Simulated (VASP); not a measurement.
A run of VASP 6.6.1 is set up as follows.

Contents of INCAR:

```
SYSTEM = Al
  PREC = Accurate
  ENCUT = 520
  EDIFF = 1E-6
  ISMEAR = 0
  SIGMA = 0.1
  LREAL = Auto
  LASPH = .TRUE.
  NELM = 80
  ALGO = Normal
  ISIF = 2
  LWAVE = .FALSE.
  LCHARG = .FALSE.
  LDIPOL = .TRUE.
  IDIPOL = 3
  DIPOL = 0.5 0.5 0.200
  GGA = PE
  NBANDS = 60
```

File KPOINTS:

```
Automatic mesh
0
G
  4 4 1
  0 0 0
```

Contents of POSCAR:

```
Al
1.0
    8.5732246061      0.0000000000      0.0000000000
   -4.2866123031      7.4246303012      0.0000000000
    0.0000000000      0.0000000000     19.0000085784
Al
27
Direct
    0.0000000000      0.0000000000      0.0789473328
    0.1111111111      0.2222222222      0.2000426253
    0.2222222222      0.1111111111      0.3211261736
    1.0000000000      0.3333333333      0.0789473328
    0.1111111111      0.5555555556      0.2000426253
    0.2222222222      0.4444444444      0.3211261736
    1.0000000000      0.6666666667      0.0789473328
    0.1111111111      0.8888888889      0.2000426253
    0.2222222222      0.7777777778      0.3211261736
    0.3333333333      1.0000000000      0.0789473328
    0.4444444444      0.2222222222      0.2000426253
    0.5555555556      0.1111111111      0.3211261736
    0.3333333333      0.3333333333      0.0789473328
    0.4444444444      0.5555555556      0.2000426253
    0.5555555556      0.4444444444      0.3211261736
    0.3333333333      0.6666666667      0.0789473328
    0.4444444444      0.8888888889      0.2000426253
    0.5555555556      0.7777777778      0.3211261736
    0.6666666667      1.0000000000      0.0789473328
    0.7777777778      0.2222222222      0.2000426253
    0.8888888889      0.1111111111      0.3211261736
    0.6666666667      0.3333333333      0.0789473328
    0.7777777778      0.5555555556      0.2000426253
    0.8888888889      0.4444444444      0.3211261736
    0.6666666667      0.6666666667      0.0789473328
    0.7777777778      0.8888888889      0.2000426253
    0.8888888889      0.7777777778      0.3211261736
```

Potentials or basis: VASP PAW PBE potentials, release 64 (Al).

Command:

```console
$ cat potpaw_PBE.64/Al/POTCAR > POTCAR
$ mpirun -np 1 vasp_std > vasp.out
```

(1) Estimate the band gap on the k mesh.

(2) What does it give for the largest force?

Answers

(1) zero (an odd number of electrons rules out a gap without spin polarisation).

(2) 0.006 eV/Å.
